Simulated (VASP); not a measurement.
# Cu (P6_3/mmc) in VASP: notebook, part 2 of 2

VASP 6.6.1. The steps go on from the part before.

## Step 5: Relaxation of cell and atoms, PBEsol, target pressure 20 GPa, at which the enthalpy is minimised

The input, INCAR:

```
  ALGO = Normal
  EDIFF = 1E-6
  EDIFFG = -0.01
  ENCUT = 600
  GGA = PS
  IBRION = 2
  ISIF = 3
  ISMEAR = -1
  LASPH = T
  LCHARG = F
  LREAL = F
  LWAVE = F
  NELM = 100
  NSW = 80
  PREC = Accurate
  PSTRESS = 200.0
  SIGMA = 0.15
```

The input, KPOINTS:

```
k-points
0
Gamma
  12 12 6
```

The input, POSCAR:

```
Cu
1.0
    2.5341000000      0.0000000000      0.0000000000
   -1.2670500000      2.1945900000      0.0000000000
    0.0000000000      0.0000000000      4.1125700000
Cu
2
Direct
    0.3333333333      0.6666666667      0.2500000000
    0.6666666667      0.3333333333      0.7500000000
```

Potentials or basis: VASP PAW PBE potentials, release 64 (Cu).

On the command line:

```bash
> cat potpaw_PBE.64/Cu/POTCAR > POTCAR
> mpirun -np 1 vasp_std > vasp.out
```

OUTCAR:

```text
EDIFF = 1E-6
   EDIFFG = -0.01
   ENCUT = 600
   GGA = PS
   IBRION = 2
   ISIF = 3
   ISMEAR = -1
   LASPH = T
   LREAL = F
   NELM = 100
   NSW = 80
   PREC = Accurate
   PSTRESS = 200.0

 ion  position               nearest neighbor table
   1  0.333  0.667  0.250-   2 2.52   2 2.52   2 2.52   2 2.52   2 2.52   2 2.52
   2  0.667  0.333  0.750-   1 2.52   1 2.52   1 2.52   1 2.52   1 2.52   1 2.52

  LATTYP: Found a hexagonal cell.
 ALAT       =     2.5341000000
 C/A-ratio  =     1.6228917564

  Lattice vectors:

 A1 = (   2.5341000000,   0.0000000000,   0.0000000000)
 A2 = (  -1.2670500000,   2.1945900000,   0.0000000000)
 A3 = (   0.0000000000,   0.0000000000,   4.1125700000)

Analysis of symmetry for initial positions (statically):
=====================================================================
 Subroutine PRICEL returns:
 Original cell was already a primitive cell.

 Routine SETGRP: Setting up the symmetry group for a
 hexagonal supercell.

 Subroutine GETGRP returns: Found 24 space group operations
 (whereof 12 operations were pure point group operations)
 out of a pool of 24 trial point group operations.

The static configuration has the point symmetry D_3d.
 The point group associated with its full space group is D_6h.

Analysis of symmetry for dynamics (positions and initial velocities):
=====================================================================
 Subroutine PRICEL returns:
[... 167 lines left out ...]
  in kB      -12.0777704    -12.0777157      4.1028006      0.0000000     -0.0000000     -0.0000000
  external PRESSURE =    -206.6842285 kB  Pullay stress =     200.0000000 kB
[... 25 lines left out ...]
--------------------------------------- Ionic step        2  -------------------------------------------

 number of electron      22.0000002 magnetization

 E-fermi :  10.9721     XC(G=0): -14.4629

 val. band max:       10.9079239384   @ k =   0.2500   0.2500   0.1667
 cond. band min:      10.9934306732   @ k =   0.5000  -0.0000   0.0000
 fundamental gap:      0.0855067348
 Fermi energy:        10.9721019981

 k-point     1 :       0.0000    0.0000    0.0000
  band No.  band energies     occupation
      1      -0.5136      2.00000
      2       4.2231      2.00000
      3       7.0287      2.00000
      4       7.1094      2.00000
      5       7.1094      2.00000
      6       7.4255      2.00000
      7       7.4255      2.00000
      8       7.8483      2.00000
      9       7.8483      2.00000
     10       8.9482      2.00000
     11       8.9482      2.00000
     12       9.1572      1.99999
     13      16.2069      0.00000
     14      34.3336      0.00000
[... 680 lines left out ...]
--------------------------------------- Ionic step        9  -------------------------------------------

 number of electron      22.0000013 magnetization

 Free energy of the ion-electron system (eV)
  ---------------------------------------------------
  ext. energy  EPLUGINS =         0.00000000
  ---------------------------------------------------
  free energy    TOTEN  =        -8.49850896 eV

  energy without entropy =       -8.44415572  energy(sigma->0) =       -8.47133234

 E-fermi :   9.1093     XC(G=0): -13.7060

 val. band max:        9.0778505972   @ k =   0.1667   0.1667   0.3333
 cond. band min:       9.1497082641   @ k =   0.5000  -0.0000   0.0000
 fundamental gap:      0.0718576670
 Fermi energy:         9.1093028405

 k-point     1 :       0.0000    0.0000    0.0000
  band No.  band energies     occupation
      1      -1.2894      2.00000
      2       3.2449      2.00000
      3       5.6657      2.00000
      4       5.7497      2.00000
      5       5.7498      2.00000
      6       6.0059      2.00000
      7       6.0059      2.00000
      8       6.3712      2.00000
      9       6.3712      2.00000
     10       7.2770      1.99999
     11       7.2770      1.99999
     12       7.6908      1.99984
     13      13.5744      0.00000
     14      31.6180      0.00000
[... 448 lines left out ...]
  energy  without entropy=       -8.4441557206  energy(sigma->0) =       -8.47133234

  enthalpy is  TOTEN    =        -5.9176792473 eV   P V=        2.5808297082

 reached required accuracy - stopping structural energy minimisation
```

OSZICAR:

```text
N       E                     dE             d eps       ncg     rms          rms(c)
DAV:   1     0.125321429245E+03    0.12532E+03   -0.11865E+04  2392   0.296E+03
DAV:   2    -0.620181348128E+01   -0.13152E+03   -0.12716E+03  2280   0.334E+02
[... 67 lines left out ...]
   8 F= -.59176698E+01 E0= -.58904864E+01  d E =-.101405E-03
       N       E                     dE             d eps       ncg     rms          rms(c)
DAV:   1    -0.849872457606E+01   -0.17828E-02   -0.38224E-03  2507   0.136E+00    0.116E-01
DAV:   2    -0.849857213032E+01    0.15245E-03   -0.10685E-03  2532   0.990E-01    0.458E-02
DAV:   3    -0.849852191692E+01    0.50213E-04   -0.16655E-04  2504   0.389E-01    0.247E-02
DAV:   4    -0.849850879773E+01    0.13119E-04   -0.10133E-05  3147   0.860E-02    0.180E-03
DAV:   5    -0.849850895548E+01   -0.15775E-06   -0.11442E-06  1311   0.167E-02
   9 F= -.59176792E+01 E0= -.58905026E+01  d E =-.110858E-03
```

CONTCAR:

```text
Cu
   1.00000000000000
     2.4427493651730456    0.0000000000000000   -0.0000000000000000
    -1.2213746825865228    2.1154772085808311    0.0000000000000000
     0.0000000000000000   -0.0000000000000000    4.0008537499983206
  Cu
     2
Direct
     0.3333333332999970    0.6666666667000030    0.2500000000000000
     0.6666666667000030    0.3333333332999970    0.7500000000000000

  0.00000000E+00  0.00000000E+00  0.00000000E+00
  0.00000000E+00  0.00000000E+00  0.00000000E+00
```

It took 78 s on 1 thread of Intel Xeon Platinum 8488C (Sapphire Rapids), shared host; peak memory 0.16 GiB.

Results:

```
Free energy                                                : -8.4985 eV
Relaxed volume                                             : 10.34 Å³/atom
Relaxed cell                                               : a = 2.443 Å, b = 2.443 Å, c = 4.001 Å, α = 90.00°, β = 90.00°, γ = 120.00°
Space group after relaxing (to 0.1 Å)                      : P6_3/mmc (No. 194)
Energy change on relaxing (the run minimises the enthalpy) : +59.0 meV/atom
Ionic steps                                                : 9
Pressure after relaxing                                    : 19.9 GPa
Band gap on the k mesh                                     : zero (bands 11 and 12 overlap by 6.54 eV)
```

Step by step:
| step | energy change (eV) | largest force (eV/Å) | pressure (GPa) | volume (Å³) |
| --- | --- | --- | --- | --- |
| 1 | 0.0000 | 0.0000 | -0.67 | 22.87 |
| 2 | 0.6782 | 0.0000 | 60.83 | 18.33 |
| 3 | 0.1120 | 0.0000 | 19.32 | 20.73 |
| 4 | 0.1179 | 0.0000 | 19.94 | 20.68 |
| 5 | 0.1232 | 0.0000 | 20.47 | 20.64 |
| 6 | 0.1128 | 0.0000 | 19.48 | 20.72 |
| 7 | 0.1135 | 0.0000 | 19.58 | 20.71 |
| 8 | 0.1196 | 0.0000 | 20.37 | 20.66 |
| 9 | 0.1181 | 0.0000 | 19.90 | 20.67 |

Final structure:
```cif
data_structure
_symmetry_space_group_name_H-M 'P 1'
_symmetry_Int_Tables_number 1
_cell_length_a 2.4427
_cell_length_b 2.4427
_cell_length_c 4.0009
_cell_angle_alpha 90.000
_cell_angle_beta 90.000
_cell_angle_gamma 120.000
_cell_volume 20.67
loop_
_atom_site_label
_atom_site_type_symbol
_atom_site_fract_x
_atom_site_fract_y
_atom_site_fract_z
_atom_site_occupancy
Cu1 Cu 0.33333 0.66667 0.25000 1
Cu2 Cu 0.66667 0.33333 0.75000 1
```

Caveat: the cell is relaxed towards a set pressure, so the run minimises the enthalpy, not the energy; the PAW data sets were made with another functional, which shifts forces and pressure a little.

## Step 6: Summary

| cell | gap on the mesh (eV) | pressure (GPa) |
| --- | --- | --- |
| relaxed | none | 0.1 |
| relaxed to 5 GPa | none | 5.0 |
| relaxed to 10 GPa | none | 10.0 |
| relaxed to 20 GPa | none | 19.9 |

Alike in all rows: task relaxation of cell and atoms; level PBEsol; potentials or basis VASP PAW PBE potentials, release 64 (Cu); no spin polarisation; k mesh 12 × 12 × 6; cutoff (eV) 600; smearing fermi-dirac 0.15 eV.

Caveats: the PAW data sets were made with another functional, which shifts forces and pressure a little; the cell is relaxed towards a set pressure, so the run minimises the enthalpy, not the energy (at least some runs).

Total energies depend on the potentials used, so only differences within one code and one set of settings carry meaning.
